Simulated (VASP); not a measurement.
A run of VASP 6.6.1:

INCAR

```
ALGO     = Normal         # electronic algorithm
EDIFF    = 1E-7           # SCF threshold, eV
ENCUT    = 520            # plane-wave cutoff, eV
GGA      = RP             # functional
ISIF     = 2              # what is computed and relaxed
ISMEAR   = -1             # smearing method
LASPH    = True           # aspherical terms in the spheres
LCHARG   = True           # write CHGCAR
LELF     = True           # ELF
LREAL    = False          # projectors in reciprocal space
LVHAR    = True         
LWAVE    = False          # write WAVECAR
NBANDS   = 32             # bands
NELM     = 80             # most SCF steps
PREC     = Accurate       # precision mode
SIGMA    = 0.1            # smearing width, eV
```

Contents of KPOINTS:

```
k-points
0
Gamma
  15 15 4
```

Contents of POSCAR:

```
Cd
1.0
    3.2500025747      0.0000000000      0.0000000000
   -1.6250012873      2.8145847921      0.0000000000
    0.0000000000      0.0000000000     10.6494324874
Cd
4
Direct
    0.0000000000      0.0000000000      0.0000000000
    0.0000000000      0.0000000000      0.5000000000
    0.3333333333      0.6666666667      0.2500000000
    0.6666666667      0.3333333333      0.7500000000
```

Potentials or basis: VASP PAW PBE potentials, release 64 (Cd).

Run with:

```sh
$ cat potpaw_PBE.64/Cd/POTCAR > POTCAR
$ mpirun -np 1 vasp_std > vasp.out
```

Hardware: 1 thread of Intel(R) Xeon(R) 6975P-C (Granite Rapids) (shared host).

Q: Estimate the wall time of this run.

A: Wall time 66 s on 1 thread of Intel(R) Xeon(R) 6975P-C (Granite Rapids), with other jobs on the host, peak memory 0.31 GiB. Counts: scf iterations 13, k points 81.
